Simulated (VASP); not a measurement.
Write the native input for VASP 6.6.1 that does the following.

```
Task                   : single point
Functional             : PBEsol
Potentials or basis    : VASP PAW PBE potentials, release 64 (Sn_d, Te)
Cutoff                 : 500 eV
k mesh                 : 6 × 6 × 6
Occupations            : gaussian, width 0.01 eV
Spin                   : no spin polarisation
Dipole correction      : no
Further INCAR settings : ALGO = Normal; EDIFF = 1e-06; NBANDS = 17
```

The structure of SnTe lies in POSCAR:

```
SnTe
1.0
    0.0000000000      3.1786122234      3.1786122234
    3.1786122234      0.0000000000      3.1786122234
    3.1786122234      3.1786122234      0.0000000000
Sn Te
1 1
Direct
    0.0000000000      0.0000000000      0.0000000000
    0.5000000000      0.5000000000      0.5000000000
```

The input as run:

INCAR

```
ALGO = Normal ; EDIFF = 1E-6
ENCUT = 500 ; GGA = PS
GGA_COMPAT = False ; ISIF = 2
ISMEAR = 0 ; LASPH = True
LCHARG = False ; LREAL = False
LWAVE = False ; NBANDS = 17
NELM = 120 ; PREC = Accurate
SIGMA = 0.01
```

KPOINTS

```
k-points
0
Gamma
  6 6 6
```

Potentials or basis: VASP PAW PBE potentials, release 64 (Sn_d, Te).

Run with:

```bash
$ cat potpaw_PBE.64/Sn_d/POTCAR potpaw_PBE.64/Te/POTCAR > POTCAR
$ mpirun -np 1 vasp_std > vasp.out
```

It gave:

```yaml
Pressure: -1.6 GPa
Band_gap_on_the_k_mesh: 0.07 eV, direct
```

Caveat: the PAW data sets were made with another functional, which shifts forces and pressure a little; spin-orbit coupling is left out, which moves the levels of the heavy elements.

Run time: 16 s on 1 thread of Intel(R) Xeon(R) Platinum 8259CL CPU @ 2.50GHz (Skylake/Cascade Lake), on a shared host, peak memory 0.2 GiB.
